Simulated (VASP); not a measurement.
# Ga4N4H16 in VASP: single point with PBE

Aim: the single point of Ga4N4H16 with PBE.

Program: VASP 6.6.1. These are calculated values, not measurements. Logs are shortened: lines on timing, memory, paths and dates and some standing lists are left out, and cuts for length are marked.

**1. The cell of the first run**

The cell holds a cluster in a box, 24 atoms: a = 12.900 Å, b = 13.200 Å, c = 15.000 Å, α = 90.00°, β = 90.00°, γ = 90.00°.

**2. Single point, PBE**

Input file INCAR:

```
  ALGO = Normal
  EDIFF = 1E-7
  ENCUT = 520
  GGA = PE
  ISIF = 2
  ISMEAR = 0
  LASPH = T
  LCHARG = T
  LELF = T
  LREAL = Auto
  LVHAR = T
  LWAVE = F
  NBANDS = 62
  NELM = 80
  PREC = Accurate
  SIGMA = 0.05
```

Input file KPOINTS:

```
k-points
0
Gamma
  1 1 1
```

Input file POSCAR:

```
GaH4N
1.0
   12.9000000000      0.0000000000      0.0000000000
    0.0000000000     13.2000000000      0.0000000000
    0.0000000000      0.0000000000     15.0000000000
Ga N H
4 4 16
Direct
    0.4724767747      0.4755506186      0.3155628759
    0.4306678438      0.4308483165      0.6783754439
    0.3928305153      0.5860155686      0.4929110953
    0.5884666042      0.3967269681      0.4913292630
    0.5130626838      0.5140655118      0.4391328847
    0.5723529432      0.4052728055      0.6261552980
    0.4055580726      0.5701048391      0.6273762888
    0.3635278439      0.3673692560      0.3576140652
    0.5578824760      0.4112476940      0.2678298770
    0.4048062390      0.5587167409      0.2693063370
    0.4420786208      0.4410343864      0.7823667636
    0.3535014862      0.3563417209      0.6313502893
    0.5686787917      0.5688877999      0.4314076089
    0.4022328583      0.7023284725      0.4723660119
    0.2906003826      0.5242510330      0.4707744468
    0.5965192059      0.3362956715      0.6496147280
    0.6250526895      0.4554254443      0.6518006614
    0.7072637803      0.4083160042      0.4708263084
    0.5270541937      0.2962943609      0.4674366901
    0.3366712066      0.5954294830      0.6530018591
    0.4592511264      0.6201533471      0.6515793417
    0.4021807124      0.3153253536      0.3963879504
    0.3107354627      0.4039689853      0.3976965105
    0.3252001659      0.3303038281      0.3077974013
```

Potentials or basis: VASP PAW PBE potentials, release 64 (Ga_d, N, H).

Started as:

```sh
> cat potpaw_PBE.64/Ga_d/POTCAR potpaw_PBE.64/N/POTCAR potpaw_PBE.64/H/POTCAR > POTCAR
> mpirun -np 1 vasp_gam > vasp.out
```

OUTCAR:

```text
EDIFF = 1E-7
   ENCUT = 520
   GGA = PE
   ISIF = 2
   ISMEAR = 0
   LASPH = T
   LREAL = Auto
   NELM = 80
   PREC = Accurate

 ion  position               nearest neighbor table
   1  0.472  0.476  0.316-   9 1.56  10 1.56   5 1.99   8 2.10
   2  0.431  0.431  0.678-  12 1.57  11 1.57   6 2.02   7 2.02
   3  0.393  0.586  0.493-  14 1.57  15 1.59   5 1.99   7 2.03
   4  0.588  0.397  0.491-  18 1.57  19 1.59   5 1.99   6 2.04
   5  0.513  0.514  0.439-  13 1.03   4 1.99   3 1.99   1 1.99
   6  0.572  0.405  0.626-  17 1.02  16 1.02   2 2.02   4 2.04
   7  0.406  0.570  0.627-  21 1.02  20 1.02   2 2.02   3 2.03
   8  0.364  0.367  0.358-  24 1.02  23 1.03  22 1.03   1 2.10
   9  0.558  0.411  0.268-   1 1.56
  10  0.405  0.559  0.269-   1 1.56
  11  0.442  0.441  0.782-   2 1.57
  12  0.354  0.356  0.631-   2 1.57
  13  0.569  0.569  0.431-   5 1.03
  14  0.402  0.702  0.472-   3 1.57
[... 8 lines left out ...]
  23  0.311  0.404  0.398-   8 1.03
  24  0.325  0.330  0.308-   8 1.02

  LATTYP: Found a simple orthorhombic cell.
 ALAT       =    12.9000000000
 B/A-ratio  =     1.0232558140
 C/A-ratio  =     1.1627906977

  Lattice vectors:

 A1 = (  12.9000000000,   0.0000000000,   0.0000000000)
 A2 = (   0.0000000000,  13.2000000000,   0.0000000000)
 A3 = (   0.0000000000,   0.0000000000,  15.0000000000)

Analysis of symmetry for initial positions (statically):
=====================================================================
 Subroutine PRICEL returns:
 Original cell was already a primitive cell.

 Routine SETGRP: Setting up the symmetry group for a
 simple orthorhombic supercell.

 Subroutine GETGRP returns: Found  1 space group operations
 (whereof  1 operations were pure point group operations)
 out of a pool of  8 trial point group operations.

The static configuration has the point symmetry C_1 .

Analysis of symmetry for dynamics (positions and initial velocities):
=====================================================================
 Subroutine PRICEL returns:
 Original cell was already a primitive cell.

 Routine SETGRP: Setting up the symmetry group for a
 simple orthorhombic supercell.

 Subroutine GETGRP returns: Found  1 space group operations
 (whereof  1 operations were pure point group operations)
 out of a pool of  8 trial point group operations.

The dynamic configuration has the point symmetry C_1 .

 Subroutine INISYM returns: Found  1 space group operations
 (whereof  1 operations are pure point group operations),
 and found     1 'primitive' translations

----------------------------------------------------------------------------------------

                                     Primitive cell

  volume of cell :    2554.2000

  direct lattice vectors                    reciprocal lattice vectors
    12.900000000  0.000000000  0.000000000     0.077519380  0.000000000  0.000000000
     0.000000000 13.200000000  0.000000000     0.000000000  0.075757576  0.000000000
     0.000000000  0.000000000 15.000000000     0.000000000  0.000000000  0.066666667

  length of vectors
    12.900000000 13.200000000 15.000000000     0.077519380  0.075757576  0.066666667

  position of ions in fractional coordinates (direct lattice)
     0.472476775  0.475550619  0.315562876
     0.430667844  0.430848316  0.678375444
     0.392830515  0.586015569  0.492911095
     0.588466604  0.396726968  0.491329263
     0.513062684  0.514065512  0.439132885
     0.572352943  0.405272805  0.626155298
[... 16 lines left out ...]
     0.310735463  0.403968985  0.397696510
     0.325200166  0.330303828  0.307797401

  ion indices of the primitive-cell ions
   primitive index   ion index
                 1           1
                 2           2
                 3           3
                 4           4
                 5           5
                 6           6
[... 16 lines left out ...]
                23          23
                24          24

----------------------------------------------------------------------------------------

 KPOINTS: k-points

Automatic generation of k-mesh.
 Grid dimensions read from file:
 generate k-points for:    1    1    1

 Generating k-lattice:

  Cartesian coordinates                     Fractional coordinates (reciprocal lattice)
     0.077519380  0.000000000  0.000000000     1.000000000  0.000000000  0.000000000
     0.000000000  0.075757576  0.000000000     0.000000000  1.000000000  0.000000000
     0.000000000  0.000000000  0.066666667     0.000000000  0.000000000  1.000000000

  Length of vectors
     0.077519380  0.075757576  0.066666667

  Shift w.r.t. Gamma in fractional coordinates (k-lattice)
     0.000000000  0.000000000  0.000000000

 Subroutine IBZKPT returns following result:
 ===========================================

 Found      1 irreducible k-points:

 Following reciprocal coordinates:
            Coordinates               Weight
  0.000000  0.000000  0.000000      1.000000
   k-points           NKPTS =      1   k-points in BZ     NKDIM =      1   number of bands    NBANDS=     62
   number of dos      NEDOS =    301   number of ions     NIONS =     24
   total plane-waves  NPLWV = ******
   dimension x,y,z NGX =    96 NGY =   98 NGZ =  112
   dimension x,y,z NGXF=   192 NGYF=  196 NGZF=  224
   ions per type =               4   4  16
   NGX,Y,Z   is equivalent  to a cutoff of  12.37, 12.34, 12.41 a.u.
   NGXF,Y,Z  is equivalent  to a cutoff of  24.74, 24.69, 24.83 a.u.
 SYSTEM =  unknown system
   PREC   = accura    normal or accurate (medium, high low for compatibility)
   ISTART =      0    job   : 0-new  1-cont  2-samecut
   ICHARG =      2    charge: 1-file 2-atom 10-const
   ISPIN  =      1    spin polarized calculation?
   LNONCOLLINEAR =      F non collinear calculations
   LSORBIT =      F    spin-orbit coupling
   LASPH  =      T    aspherical Exc in radial PAW
   ENCUT  =  520.0 eV  38.22 Ry    6.18 a.u.  23.99 24.54 27.89*2*pi/ulx,y,z
   NELM   =     80;   NELMIN=  2; NELMDL= -5     # of ELM steps
   EDIFF  = 0.1E-06   stopping-criterion for ELM
   LREAL  =      T    real-space projection
   EDIFFG = 0.1E-05   stopping-criterion for IOM
   NSW    =      0    number of steps for IOM
   IBRION =     -1    ionic relax: 0-MD 1-quasi-New 2-CG
   NFREE  =      0    steps in history (QN), initial steepest desc. (CG)
   ISIF   =      2    stress and relaxation
   ISYM   =      2    0-nonsym 1-usesym 2-fastsym
   POTIM  = 0.5000    time-step for ionic-motion
   TEBEG  =    0.0;   TEEND  =   0.0 temperature during run
   PSTRESS=    0.0 pullay stress
   NELECT =      88.0000    total number of electrons
   NUPDOWN=      -1.0000    fix difference up-down
   EMIN   =  10.00;   EMAX   =-10.00  energy-range for DOS
   EFERMI =   0.00;   METHOD = LEGACY
   ISMEAR =     0;   SIGMA  =   0.05  broadening in eV -4-tet -1-fermi 0-gaus
   EFERMI_NEDOS =   21; number of points for ismear=-14 and -15
   IALGO  =     38    algorithm
   IMIX   =      4    mixing-type and parameters
     AMIX     =   0.40;   BMIX     =  1.00
     AMIX_MAG =   1.60;   BMIX_MAG =  1.00
  volume/ion in A,a.u.               =     106.43       718.19
  Fermi-wavevector in a.u.,A,eV,Ry     =   0.532702  1.006660  3.860940  0.283771
  Thomas-Fermi vector in A             =   1.556309
   LORBIT       =      0    0 simple, 1 ext, 2 COOP (PROOUT), +10 PAW based schemes
   GGA     = PE    functional components
   LHFCALC =     F    Hartree Fock is set to
   AEXX    =    0.0000 exact exchange contribution
   IVDW    =     0    specifies the selected vdW correction
   LEPSILON=     F    determine dielectric tensor
   LRPA    =     F    only Hartree local field effects (RPA)
 non-spin polarized calculation
 Gauss-broadening in eV      SIGMA  =   0.05
  energy-cutoff  :      520.00
  volume of cell :     2554.20
 maximum number of plane-waves:     34379
 NGX is ok and might be reduce to    96
   NGX = 47   NGY = 49   NGZ = 55

 number of electron      88.0000001 magnetization

 Free energy of the ion-electron system (eV)
  ---------------------------------------------------
  ext. energy  EPLUGINS =         0.00000000
  ---------------------------------------------------
  free energy    TOTEN  =      -102.95428532 eV

  energy without entropy =     -102.95428532  energy(sigma->0) =     -102.95428532

 E-fermi :  -5.5194     XC(G=0):  -1.3265

 val. band max:       -5.8129902075   @ k =   0.0000   0.0000   0.0000
 cond. band min:      -0.6708937459   @ k =   0.0000   0.0000   0.0000
 fundamental gap:      5.1420964616
 Fermi energy:        -5.5193808153

 k-point     1 :       0.0000    0.0000    0.0000
  band No.  band energies     occupation
      1     -22.4969      2.00000
      2     -21.1601      2.00000
      3     -21.0146      2.00000
      4     -19.9754      2.00000
      5     -17.9629      2.00000
      6     -17.8911      2.00000
[... 48 lines left out ...]
     55       0.8118      0.00000
     56       0.9071      0.00000
 [bands above 56 left out]

------------------------ aborting loop because EDIFF is reached ----------------------------------------

  FORCE on cell =-STRESS in cart. coord.  units (eV):
  Direction    XX          YY          ZZ          XY          YZ          ZX
  --------------------------------------------------------------------------------------
  -------------------------------------------------------------------------------------
  Total       -0.3532494     -0.3733460     -0.3488837     -0.0221990      0.0005111     -0.0009136
  in kB       -0.2215833     -0.2341894     -0.2188449     -0.0139248      0.0003206     -0.0005731
  external PRESSURE =      -0.2248725 kB  Pullay stress =       0.0000000 kB

 VOLUME and BASIS-vectors are now :
 -----------------------------------------------------------------------------
  energy-cutoff  :      520.00
  volume of cell :     2554.20
      direct lattice vectors                 reciprocal lattice vectors
    12.900000000  0.000000000  0.000000000     0.077519380  0.000000000  0.000000000
     0.000000000 13.200000000  0.000000000     0.000000000  0.075757576  0.000000000
     0.000000000  0.000000000 15.000000000     0.000000000  0.000000000  0.066666667

 POSITION                                       TOTAL-FORCE (eV/Angst)
 -----------------------------------------------------------------------------------
      6.09495      6.27727      4.73344         0.000990      0.007079     -0.037073
      5.55562      5.68720     10.17563        -0.028021     -0.023617      0.014542
      5.06751      7.73541      7.39367        -0.021070      0.011562     -0.016816
      7.59122      5.23680      7.36994         0.014961     -0.018168     -0.019906
      6.61851      6.78566      6.58699         0.006479      0.009348      0.016570
      7.38335      5.34960      9.39233         0.033311      0.001840      0.014657
[... 16 lines left out ...]
      4.00849      5.33239      5.96545         0.010005      0.001254     -0.024471
      4.19508      4.36001      4.61696         0.005371      0.022784      0.013376
 -----------------------------------------------------------------------------------
    total drift:                                0.003899      0.001989     -0.003032

  FREE ENERGIE OF THE ION-ELECTRON SYSTEM (eV)
  ---------------------------------------------------
  free  energy   TOTEN  =      -102.9542853225 eV

  energy  without entropy=     -102.9542853225  energy(sigma->0) =     -102.95428532
```

It took 27 min on 1 thread of Intel Xeon 8259CL, shared host; peak memory 1.6 GiB.

What came out:

```
Free energy                     : -102.9543 eV
Largest force                   : 0.060 eV/Å
Gap between the frontier levels : 5.14 eV
```

Forces on the atoms (eV/Å):
```
Ga   0.001  0.007 -0.037
Ga  -0.028 -0.024  0.015
Ga  -0.021  0.012 -0.017
Ga   0.015 -0.018 -0.020
N    0.006  0.009  0.017
N    0.033  0.002  0.015
N    0.017  0.019  0.020
N   -0.022 -0.051  0.023
H   -0.015  0.005  0.009
H    0.012 -0.016  0.013
H    0.000 -0.001 -0.040
H    0.023  0.024  0.019
H    0.000  0.005 -0.001
H   -0.001 -0.026  0.006
H    0.015  0.011  0.004
H   -0.010 -0.006 -0.002
H   -0.015  0.003 -0.009
H   -0.022 -0.002  0.009
H    0.006  0.011  0.009
H   -0.021 -0.007 -0.001
H    0.007 -0.006 -0.002
H    0.003  0.024 -0.018
H    0.010  0.001 -0.024
H    0.005  0.023  0.013
```
